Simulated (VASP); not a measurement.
Crystal: Si2Bi2Te.

```
Si Bi Te
1.0
    -3.10136    3.10136    3.91378
     3.10136   -3.10136    3.91378
     3.10136    3.10136   -3.91378
Si Bi Te
2 2 1
Direct
  0.85628 0.85628 0.00000
  0.14372 0.14372 0.00000
  0.50000 0.00000 0.50000
  0.00000 0.50000 0.50000
  0.50000 0.50000 0.00000
```

The cell was built from a structure type or drawn by symmetry, and may not be a known phase.

| Quantity | Value |
| --- | --- |
| Program | VASP 6.6.1 |
| Task | relaxation of cell and atoms |
| Functional | PBE |
| Potentials or basis | VASP PAW PBE potentials, release 64 (Si, Bi_d, Te) |
| Cutoff | 600 eV |
| k mesh | 8 × 8 × 8 |
| Occupations | gaussian, width 0.1 eV |
| Spin | no spin polarisation |

At the start: pressure -0.2 GPa; volume 30.12 Å³/atom.

Where does the relaxation end?

Over 7 steps the energy falls by 3.2 meV/atom and the volume is 29.97 Å³/atom (-0.5 %); space group I4/mmm (No. 139, to 0.1 Å) before and after.

The path:
```
step  energy change (eV)  largest force (eV/Å)  pressure (GPa)  volume (Å³)
   1              0.0000                0.0592           -0.16       150.58
   2             -0.0125                0.0558           -0.10       149.89
   3             -0.0149                0.1088           -0.02       149.45
   4             -0.0150                0.1174           -0.01       149.36
   5             -0.0159                0.0163            0.10       149.28
   6             -0.0159                0.0035            0.13       149.26
   7             -0.0162                0.0079           -0.01       149.85
```

Final structure:
```yaml
crystal:
  lattice:
    - [-3.06402, 3.06402, 3.99042]
    - [3.06402, -3.06402, 3.99042]
    - [3.06402, 3.06402, -3.99042]
  atoms:
    - { symbol: Si, position: [0.85684, 0.85684, 0.00000] }
    - { symbol: Si, position: [0.14316, 0.14316, 0.00000] }
    - { symbol: Bi, position: [0.50000, 0.00000, 0.50000] }
    - { symbol: Bi, position: [0.00000, 0.50000, 0.50000] }
    - { symbol: Te, position: [0.50000, 0.50000, 0.00000] }
```

Caveat: the highest band is partly filled, so the run has too few bands.
